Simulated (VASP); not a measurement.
A run of VASP 6.6.1:

POSCAR

```
Ti2Co
1.0
    0.0000000000      3.6343664719      3.6343664719
    3.6343664719      0.0000000000      3.6343664719
    3.6343664719      3.6343664719      0.0000000000
Ti Co
4 2
Direct
    0.6250000000      0.6250000000      0.6250000000
    0.1250000000      0.6250000000      0.6250000000
    0.6250000000      0.6250000000      0.1250000000
    0.6250000000      0.1250000000      0.6250000000
    0.0000000000      0.0000000000      0.0000000000
    0.2500000000      0.2500000000      0.2500000000
```

The input INCAR.step1:

```
  PREC = Accurate
  ENCUT = 520
  ISMEAR = 0
  SIGMA = 0.1
  LREAL = False
  LASPH = True
  NELM = 150
  ISPIN = 2
  MAGMOM = 0.41 0.41 0.41 0.41 1.94 1.94
  LMAXMIX = 4
  NBANDS = 46
  GGA = PE
  ALGO = Normal
  EDIFF = 1E-4
  LWAVE = True
  LCHARG = False
```

Contents of INCAR.step2:

```
  PREC = Accurate
  ENCUT = 520
  EDIFF = 1E-7
  ISMEAR = 0
  SIGMA = 0.1
  LREAL = False
  LASPH = True
  NELM = 150
  ALGO = Normal
  ISIF = 2
  LWAVE = False
  LCHARG = True
  ISPIN = 2
  MAGMOM = 0.41 0.41 0.41 0.41 1.94 1.94
  LORBIT = 11
  LMAXMIX = 4
  METAGGA = R2SCAN
  LMIXTAU = True
  LELF = True
  LVHAR = True
  NBANDS = 46
  ISTART = 1
```

The input KPOINTS:

```
Automatic mesh
0
Gamma
  10 10 10
```

Potentials or basis: VASP PAW PBE potentials, release 64 (Ti_sv, Co).

Launch:

```sh
$ cat potpaw_PBE.64/Ti_sv/POTCAR potpaw_PBE.64/Co/POTCAR > POTCAR
$ cp INCAR.step1 INCAR
$ mpirun -np 1 vasp_std > vasp.out
$ cp INCAR.step2 INCAR
$ mpirun -np 1 vasp_std > vasp.out
```

Hardware: 1 thread of Oxide Virtual Turin-like Processor, with other jobs on the host.

Q: Estimate the wall time of this run.

A: It took 68 min on 1 thread of Oxide Virtual Turin-like Processor, on a shared host, peak memory 0.48 GiB. Counts: k points 47.
